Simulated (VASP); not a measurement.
Wanted: the native input for a VASP 6.6.1 run.

```
Task                   : single point
Functional             : PBEsol
Potentials or basis    : VASP PAW PBE potentials, release 64 (Li_sv, Nb_sv, O)
Cutoff                 : 520 eV
k mesh                 : 6 × 6 × 6
Occupations            : gaussian, width 0.02 eV
Spin                   : no spin polarisation
Dipole correction      : no
Further INCAR settings : ALGO = Normal; EDIFF = 1e-06; NBANDS = 48
```

The structure of Li7NbO6 lies in POSCAR:

```
Li7NbO6
1.0
    2.7892877493      1.6103960329      4.8882258371
   -2.7892877493      1.6103960329      4.8882258371
    0.0000000000     -3.2207920657      4.8882258371
Li Nb O
7 1 6
Direct
    0.4976257011      0.7252998526      0.1197761844
    0.2319903202      0.9317193696      0.4909387888
    0.9317193696      0.4909387888      0.2319903202
    0.6514108174      0.6514108174      0.6514108174
    0.1197761844      0.4976257011      0.7252998526
    0.7252998526      0.1197761844      0.4976257011
    0.4909387888      0.2319903202      0.9317193696
    0.0012777299      0.0012777299      0.0012777299
    0.6432581604      0.8832777393      0.2305980013
    0.0714663224      0.7986589235      0.3736200892
    0.7986589235      0.3736200892      0.0714663224
    0.2305980013      0.6432581604      0.8832777393
    0.8832777393      0.2305980013      0.6432581604
    0.3736200892      0.0714663224      0.7986589235
```

These files were run (other wordings do the same):

INCAR

```
  PREC = Accurate
  ENCUT = 520
  EDIFF = 1E-6
  ISMEAR = 0
  SIGMA = 0.02
  LREAL = False
  LASPH = True
  NELM = 100
  ALGO = Normal
  ISIF = 2
  LWAVE = False
  LCHARG = False
  GGA = PS
  NBANDS = 48
```

KPOINTS

```
Automatic mesh
0
Gamma
  6 6 6
```

Potentials or basis: VASP PAW PBE potentials, release 64 (Li_sv, Nb_sv, O).

Run with:

```console
$ cat potpaw_PBE.64/Li_sv/POTCAR potpaw_PBE.64/Nb_sv/POTCAR potpaw_PBE.64/O/POTCAR > POTCAR
$ mpirun -np 1 vasp_std > vasp.out
```

It gave:

| Property | Result |
| --- | --- |
| Largest force | 0.030 eV/Å |
| Band gap on the k mesh | 3.78 eV (least direct gap 4.00 eV) |

Caveat: the PAW data sets were made with another functional, which shifts forces and pressure a little.

It took 11 min on 1 thread of AMD EPYC 7R43 64-Core Processor (Zen 3), with other jobs on the host, peak memory 0.38 GiB.
